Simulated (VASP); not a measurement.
Set up this calculation in VASP 6.6.1, as the native input.

| Item | Value |
| --- | --- |
| Task | single point |
| Functional | r2SCAN |
| Potentials or basis | VASP PAW PBE potentials, release 64 (Hf_pv, H) |
| Cutoff | 520 eV |
| k mesh | 12 × 12 × 12 |
| Occupations | gaussian, width 0.05 eV |
| Spin | no spin polarisation |
| Dipole correction | no |
| Further INCAR settings | ALGO = Normal; EDIFF = 1e-06; NBANDS = 14 |

Crystal: HfH3.

```
Hf H
1.0
     3.08455    0.00000    0.00000
     0.00000    3.08455    0.00000
     0.00000    0.00000    3.08455
Hf H
1 3
Direct
  0.00000 0.00000 0.00000
  0.00000 0.50000 0.50000
  0.50000 0.00000 0.50000
  0.50000 0.50000 0.00000
```

These files were run (other wordings do the same):

POSCAR

```
HfH3
1.0
    3.0845540000      0.0000000000      0.0000000000
    0.0000000000      3.0845540000      0.0000000000
    0.0000000000      0.0000000000      3.0845540000
Hf H
1 3
Direct
    0.0000000000      0.0000000000      0.0000000000
    0.0000000000      0.5000000000      0.5000000000
    0.5000000000      0.0000000000      0.5000000000
    0.5000000000      0.5000000000      0.0000000000
```

INCAR.step1

```
PREC = Accurate
ENCUT = 520
ISMEAR = 0
SIGMA = 0.05
LREAL = False
LASPH = True
NELM = 100
NBANDS = 14
GGA = PE
ALGO = Normal
EDIFF = 1E-4
LWAVE = True
LCHARG = False
```

INCAR.step2

```
PREC = Accurate
ENCUT = 520
EDIFF = 1E-6
ISMEAR = 0
SIGMA = 0.05
LREAL = False
LASPH = True
NELM = 100
ALGO = Normal
ISIF = 2
LWAVE = False
LCHARG = False
METAGGA = R2SCAN
LMIXTAU = True
NBANDS = 14
ISTART = 1
```

KPOINTS

```
Automatic mesh
0
Gamma
  12 12 12
```

Potentials or basis: VASP PAW PBE potentials, release 64 (Hf_pv, H).

Command:

```sh
$ cat potpaw_PBE.64/Hf_pv/POTCAR potpaw_PBE.64/H/POTCAR > POTCAR
$ cp INCAR.step1 INCAR
$ mpirun -np 1 vasp_std > vasp.out
$ cp INCAR.step2 INCAR
$ mpirun -np 1 vasp_std > vasp.out
```

It gave:

```json
{
 "Pressure": "-2.6 GPa"
}
```

Caveat: the PAW data sets were made with another functional, which shifts forces and pressure a little.

Run time: 2.3 min on 1 thread of AMD EPYC 7R13 Processor (Zen 3) (shared host), peak memory 0.14 GiB.
